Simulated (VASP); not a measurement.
# KI (I4mm) in VASP: a series of runs

Runs on KI. Level: LDA. Tasks: single point.

All numbers are computed with VASP 6.6.1; they aren't measurements. Logs are shortened: lines on timing, memory, paths and dates and some standing lists are left out, and cuts for length are marked.

## (1) The cell of the first run

The structure is tetragonal, space group I4mm (No. 107). The conventional cell has a = 4.824 Å, b = 4.824 Å, c = 6.822 Å, α = 90.00°, β = 90.00°, γ = 90.00°. K (site symmetry 4mm) has 6 I at 3.15 to 3.67 Å within 4.1 Å. Within 4.1 Å of I (site symmetry 4mm) lie 6 K at 3.15 to 3.67 Å.

## (2) Single point, LDA (atoms displaced along a vibrational mode)

INCAR reads:

```
SYSTEM = KI
PREC     = Accurate       ! precision mode
ENCUT    = 520            ! plane-wave cutoff, eV
EDIFF    = 1E-7           ! SCF threshold, eV
ISMEAR   = 0              ! smearing method
SIGMA    = 0.05           ! smearing width, eV
LREAL    = .False.        ! projectors in reciprocal space
LASPH    = .True.         ! aspherical terms in the spheres
NELM     = 100            ! most SCF steps
ALGO     = Normal         ! electronic algorithm
ISIF     = 2              ! what is computed and relaxed
LWAVE    = .False.        ! write WAVECAR
LCHARG   = .False.        ! write CHGCAR
GGA      = CA             ! functional
NBANDS   = 15             ! bands
```

KPOINTS reads:

```
Automatic mesh
0
Gamma
  6 6 6
  0 0 0
```

POSCAR reads:

```
KI
1.0
    0.0000000000      3.4109309835      3.4109309835
    3.4109309835      0.0000000000      3.4109309835
    3.4109309835      3.4109309835      0.0000000000
K I
1 1
Direct
   -0.0289656989     -0.0289656989      0.0289656989
    0.5089241111      0.5089241111      0.4910758889
```

Potentials or basis: VASP PAW LDA potentials, release 64 (K_sv, I).

The run is started by

```sh
$ cat potpaw_LDA.64/K_sv/POTCAR potpaw_LDA.64/I/POTCAR > POTCAR
$ mpirun -np 1 vasp_std > vasp.out
```

OUTCAR:

```text
SYSTEM = KI
   PREC = Accurate
   ENCUT = 520
   EDIFF = 1E-7
   ISMEAR = 0
   LREAL = .False.
   LASPH = .True.
   NELM = 100
   ISIF = 2
   GGA = CA

 ion  position               nearest neighbor table
   1  0.971  0.971  0.029-   2 3.15   2 3.42   2 3.42   2 3.42   2 3.42   2 3.67
   2  0.509  0.509  0.491-   1 3.15   1 3.42   1 3.42   1 3.42   1 3.42   1 3.67

  LATTYP: Found a face centered cubic cell.
 ALAT       =     6.8218619670

  Lattice vectors:

 A1 = (   0.0000000000,   3.4109309835,   3.4109309835)
 A2 = (   3.4109309835,   0.0000000000,   3.4109309835)
 A3 = (   3.4109309835,   3.4109309835,   0.0000000000)

Analysis of symmetry for initial positions (statically):
=====================================================================
 Subroutine PRICEL returns:
 Original cell was already a primitive cell.

 Routine SETGRP: Setting up the symmetry group for a
 face centered cubic supercell.

 Subroutine GETGRP returns: Found  8 space group operations
 (whereof  8 operations were pure point group operations)
 out of a pool of 48 trial point group operations.

The static configuration has the point symmetry C_4v.

Analysis of symmetry for dynamics (positions and initial velocities):
=====================================================================
 Subroutine PRICEL returns:
 Original cell was already a primitive cell.

 Routine SETGRP: Setting up the symmetry group for a
 face centered cubic supercell.

 Subroutine GETGRP returns: Found  8 space group operations
 (whereof  8 operations were pure point group operations)
 out of a pool of 48 trial point group operations.

The dynamic configuration has the point symmetry C_4v.

 Subroutine INISYM returns: Found  8 space group operations
 (whereof  8 operations are pure point group operations),
 and found     1 'primitive' translations

----------------------------------------------------------------------------------------

                                     Primitive cell

  volume of cell :      79.3686

  direct lattice vectors                    reciprocal lattice vectors
     0.000000000  3.410930984  3.410930984    -0.146587545  0.146587545  0.146587545
     3.410930984  0.000000000  3.410930984     0.146587545 -0.146587545  0.146587545
     3.410930984  3.410930984  0.000000000     0.146587545  0.146587545 -0.146587545

  length of vectors
     4.823784857  4.823784857  4.823784857     0.253897076  0.253897076  0.253897076

  position of ions in fractional coordinates (direct lattice)
     0.971034301  0.971034301  0.028965699
     0.508924111  0.508924111  0.491075889

  ion indices of the primitive-cell ions
   primitive index   ion index
                 1           1
                 2           2

----------------------------------------------------------------------------------------

 KPOINTS: Automatic mesh

Automatic generation of k-mesh.
 Grid dimensions read from file:
 generate k-points for:    6    6    6

 Generating k-lattice:

  Cartesian coordinates                     Fractional coordinates (reciprocal lattice)
    -0.024431258  0.024431258  0.024431258     0.166666667  0.000000000  0.000000000
     0.024431258 -0.024431258  0.024431258     0.000000000  0.166666667  0.000000000
     0.024431258  0.024431258 -0.024431258     0.000000000  0.000000000  0.166666667

  Length of vectors
     0.042316179  0.042316179  0.042316179

  Shift w.r.t. Gamma in fractional coordinates (k-lattice)
     0.000000000  0.000000000  0.000000000

 Subroutine IBZKPT returns following result:
 ===========================================

 Found     30 irreducible k-points:

 Following reciprocal coordinates:
            Coordinates               Weight
  0.000000  0.000000  0.000000      1.000000
  0.166667  0.000000  0.000000      8.000000
  0.333333  0.000000  0.000000      8.000000
  0.500000  0.000000  0.000000      4.000000
  0.166667  0.166667  0.000000      2.000000
  0.000000  0.166667  0.166667      4.000000
[... 16 lines left out ...]
  0.500000  0.333333  0.166667      8.000000
  0.166667  0.500000  0.333333      8.000000
 [... further k-points ...]
   k-points           NKPTS =     30   k-points in BZ     NKDIM =     30   number of bands    NBANDS=     15
   number of dos      NEDOS =    301   number of ions     NIONS =      2
   total plane-waves  NPLWV =  46656
   dimension x,y,z NGX =    36 NGY =   36 NGZ =   36
   dimension x,y,z NGXF=    72 NGYF=   72 NGZF=   72
   ions per type =               1   1
   NGX,Y,Z   is equivalent  to a cutoff of  12.41, 12.41, 12.41 a.u.
   NGXF,Y,Z  is equivalent  to a cutoff of  24.81, 24.81, 24.81 a.u.
 SYSTEM =  KI
   PREC   = accura    normal or accurate (medium, high low for compatibility)
   ISTART =      0    job   : 0-new  1-cont  2-samecut
   ICHARG =      2    charge: 1-file 2-atom 10-const
   ISPIN  =      1    spin polarized calculation?
   LNONCOLLINEAR =      F non collinear calculations
   LSORBIT =      F    spin-orbit coupling
   LASPH  =      T    aspherical Exc in radial PAW
   ENCUT  =  520.0 eV  38.22 Ry    6.18 a.u.   8.97  8.97  8.97*2*pi/ulx,y,z
   NELM   =    100;   NELMIN=  2; NELMDL= -5     # of ELM steps
   EDIFF  = 0.1E-06   stopping-criterion for ELM
   LREAL  =      F    real-space projection
   EDIFFG = 0.1E-05   stopping-criterion for IOM
   NSW    =      0    number of steps for IOM
   IBRION =     -1    ionic relax: 0-MD 1-quasi-New 2-CG
   NFREE  =      0    steps in history (QN), initial steepest desc. (CG)
   ISIF   =      2    stress and relaxation
   ISYM   =      2    0-nonsym 1-usesym 2-fastsym
   POTIM  = 0.5000    time-step for ionic-motion
   TEBEG  =    0.0;   TEEND  =   0.0 temperature during run
   PSTRESS=    0.0 pullay stress
   NELECT =      16.0000    total number of electrons
   NUPDOWN=      -1.0000    fix difference up-down
   EMIN   =  10.00;   EMAX   =-10.00  energy-range for DOS
   EFERMI =   0.00;   METHOD = LEGACY
   ISMEAR =     0;   SIGMA  =   0.05  broadening in eV -4-tet -1-fermi 0-gaus
   EFERMI_NEDOS =   21; number of points for ismear=-14 and -15
   IALGO  =     38    algorithm
   IMIX   =      4    mixing-type and parameters
     AMIX     =   0.40;   BMIX     =  1.00
     AMIX_MAG =   1.60;   BMIX_MAG =  1.00
  volume/ion in A,a.u.               =      39.68       267.80
  Fermi-wavevector in a.u.,A,eV,Ry     =   0.959913  1.813973 12.536858  0.921433
  Thomas-Fermi vector in A             =   2.089151
   LORBIT       =      0    0 simple, 1 ext, 2 COOP (PROOUT), +10 PAW based schemes
   GGA     = CA    functional components
   LHFCALC =     F    Hartree Fock is set to
   AEXX    =    0.0000 exact exchange contribution
   IVDW    =     0    specifies the selected vdW correction
   LEPSILON=     F    determine dielectric tensor
   LRPA    =     F    only Hartree local field effects (RPA)
 non-spin polarized calculation
 Gauss-broadening in eV      SIGMA  =   0.05
  energy-cutoff  :      520.00
  volume of cell :       79.37
 maximum number of plane-waves:      2158
   NGX = 17   NGY = 17   NGZ = 17

 number of electron      16.0000001 magnetization

 Free energy of the ion-electron system (eV)
  ---------------------------------------------------
  ext. energy  EPLUGINS =         0.00000000
  ---------------------------------------------------
  free energy    TOTEN  =        -6.11253783 eV

  energy without entropy =       -6.11253783  energy(sigma->0) =       -6.11253783

 E-fermi :   0.1620     XC(G=0):  -8.0323

 val. band max:       -0.0502933586   @ k =   0.0000   0.0000   0.0000
 cond. band min:       3.8389410253   @ k =   0.0000   0.0000   0.0000
 fundamental gap:      3.8892343839
 Fermi energy:         0.1620014962

 k-point     1 :       0.0000    0.0000    0.0000
  band No.  band energies     occupation
      1     -28.0023      2.00000
      2     -11.7865      2.00000
      3     -11.7428      2.00000
      4     -11.7428      2.00000
      5     -10.7553      2.00000
      6      -0.0544      2.00000
      7      -0.0544      2.00000
      8      -0.0503      2.00000
      9       3.8389      0.00000
     10       6.2206      0.00000
     11       6.2432      0.00000
     12       6.2432      0.00000
     13       7.0411      0.00000
     14       7.1544      0.00000
     15       9.4590      0.00000

 k-point     2 :       0.1667    0.0000    0.0000
  band No.  band energies     occupation
      1     -28.0012      2.00000
      2     -11.8708      2.00000
      3     -11.7554      2.00000
      4     -11.7439      2.00000
      5     -10.6157      2.00000
      6      -0.5846      2.00000
      7      -0.1708      2.00000
      8      -0.1617      2.00000
      9       4.5365      0.00000
     10       6.1228      0.00000
     11       6.5141      0.00000
     12       6.5267      0.00000
     13       7.4665      0.00000
     14       7.5956      0.00000
     15      10.4370      0.00000

 k-point     3 :       0.3333    0.0000    0.0000
  band No.  band energies     occupation
      1     -27.9990      2.00000
      2     -12.0153      2.00000
      3     -11.7591      2.00000
      4     -11.7461      2.00000
      5     -10.3780      2.00000
      6      -1.3591      2.00000
      7      -0.3836      2.00000
      8      -0.3736      2.00000
      9       5.1731      0.00000
     10       6.9451      0.00000
     11       7.2548      0.00000
     12       7.2828      0.00000
     13       8.4540      0.00000
     14       8.6071      0.00000
     15       9.7834      0.00000
[... 343 lines left out ...]
 k-point    23 :       0.5000    0.3333    0.1667
  band No.  band energies     occupation
      1     -27.9975      2.00000
      2     -11.9725      2.00000
      3     -11.7781      2.00000
      4     -11.7659      2.00000
      5     -10.4003      2.00000
      6      -1.2580      2.00000
      7      -0.6188      2.00000
      8      -0.5134      2.00000
      9       5.5567      0.00000
     10       6.2473      0.00000
     11       7.1638      0.00000
     12       8.2673      0.00000
     13       8.4696      0.00000
     14       8.9041      0.00000
     15      10.2047      0.00000

 k-point    24 :       0.1667    0.5000    0.3333
  band No.  band energies     occupation
      1     -27.9976      2.00000
      2     -11.9587      2.00000
      3     -11.7772      2.00000
      4     -11.7721      2.00000
      5     -10.4085      2.00000
      6      -1.2687      2.00000
      7      -0.6354      2.00000
      8      -0.5132      2.00000
      9       5.6042      0.00000
     10       6.2829      0.00000
     11       7.1723      0.00000
     12       8.2461      0.00000
     13       8.4517      0.00000
     14       8.9941      0.00000
     15       9.9959      0.00000

 [... further k-points ...]
[... 5 lines left out ...]
  --------------------------------------------------------------------------------------
  -------------------------------------------------------------------------------------
  Total       -0.0397439     -0.0397439      0.7203623      0.0000000      0.0000000      0.0000000
  in kB       -0.8022924     -0.8022924     14.5416199      0.0000000      0.0000000      0.0000000
  external PRESSURE =       4.3123450 kB  Pullay stress =       0.0000000 kB

 VOLUME and BASIS-vectors are now :
 -----------------------------------------------------------------------------
  energy-cutoff  :      520.00
  volume of cell :       79.37
      direct lattice vectors                 reciprocal lattice vectors
     0.000000000  3.410930984  3.410930984    -0.146587545  0.146587545  0.146587545
     3.410930984  0.000000000  3.410930984     0.146587545 -0.146587545  0.146587545
     3.410930984  3.410930984  0.000000000     0.146587545  0.146587545 -0.146587545

 POSITION                                       TOTAL-FORCE (eV/Angst)
 -----------------------------------------------------------------------------------
      3.41093      3.41093      6.62426         0.000000      0.000000      0.450967
      3.41093      3.41093      3.47181         0.000000      0.000000     -0.450967
 -----------------------------------------------------------------------------------
    total drift:                                0.000000      0.000000      0.000179

  FREE ENERGIE OF THE ION-ELECTRON SYSTEM (eV)
  ---------------------------------------------------
  free  energy   TOTEN  =        -6.1125378265 eV

  energy  without entropy=       -6.1125378265  energy(sigma->0) =       -6.11253783
```

Wall time 50 s (1 thread of Intel Xeon 8259CL, shared host); peak memory 0.19 GiB.

What came out:

- Free energy: -6.1125 eV
- Pressure: 0.4 GPa
- Largest force: 0.451 eV/Å
- Band gap on the k mesh: 3.89 eV

Forces on the atoms (eV/Å):
```
K    0.000  0.000  0.451
I    0.000  0.000 -0.451
```

Stress tensor (GPa, compression positive):
```
-0.08  0.00  0.00
 0.00 -0.08  0.00
 0.00  0.00  1.45
```

Caveat: the cell differs from its parent crystal (atoms displaced along a vibrational mode); spin-orbit coupling is left out, which moves the levels of the heavy elements.

## (3) Single point, LDA (atoms displaced along a vibrational mode, the cell strained)

INCAR reads:

```
SYSTEM = KI
ALGO = Normal ; EDIFF = 1E-7
ENCUT = 520 ; ISIF = 2
ISMEAR = 0 ; LASPH = .True.
LCHARG = .False. ; LREAL = .False.
LWAVE = .False. ; NBANDS = 15
NELM = 80 ; PREC = Accurate
SIGMA = 0.05
```

KPOINTS reads:

```
k-points
0
Gamma
  6 6 6
  0 0 0
```

POSCAR reads:

```
KI
1.0
    0.0000000000      3.4562963656      3.4109309835
    3.4562963656      0.0000000000      3.4109309835
    3.4562963656      3.4562963656      0.0000000000
K I
1 1
Direct
   -0.0724142474     -0.0724142474      0.0724142474
    0.5223102777      0.5223102777      0.4776897223
```

Potentials or basis: VASP PAW LDA potentials, release 64 (K_sv, I).

The run is started by

```sh
$ cat potpaw_LDA.64/K_sv/POTCAR potpaw_LDA.64/I/POTCAR > POTCAR
$ mpirun -np 1 vasp_std > vasp.out
```

It took 60 s on 1 thread of AMD EPYC 7R13, shared host; peak memory 0.16 GiB.

It converged, with:

| Quantity | Value |
| --- | --- |
| Free energy | -5.6541 eV |
| Pressure | 2.8 GPa |
| Largest force | 2.237 eV/Å |
| Band gap on the k mesh | 3.78 eV |

Forces in eV/Å, atoms in the order of the input:
```
K    0.000  0.000  2.237
I    0.000  0.000 -2.237
```

Stress tensor (GPa, compression positive):
```
-0.98  0.00  0.00
 0.00 -0.98  0.00
 0.00  0.00 10.31
```

Levels at points of the mesh, in eV from the valence-band top:
```
           k point  band 5  band 6  band 7  band 8  band 9  band 10  band 11  band 12
(0.00, 0.00, 0.00)  -10.48   -0.13   -0.13    0.00    3.78     6.51     6.56     6.56
(0.50, 0.00, 0.00)  -10.08   -1.52   -0.41   -0.30    5.20     7.24     7.74     8.07
(0.50, 0.50, 0.00)  -10.16   -0.94   -0.43   -0.43    4.58     5.56     7.24     8.32
(0.50, 0.00, 0.50)  -10.24   -1.16   -0.60   -0.30    4.97     5.57     8.05     8.84
```

Caveat: the cell differs from its parent crystal (atoms displaced along a vibrational mode, the cell strained); the stress differs along the axes, from -1 to 10 GPa; spin-orbit coupling is left out, which moves the levels of the heavy elements; forces of over 1 eV/Å act on the atoms, so gaps and moduli don't describe the material at rest.
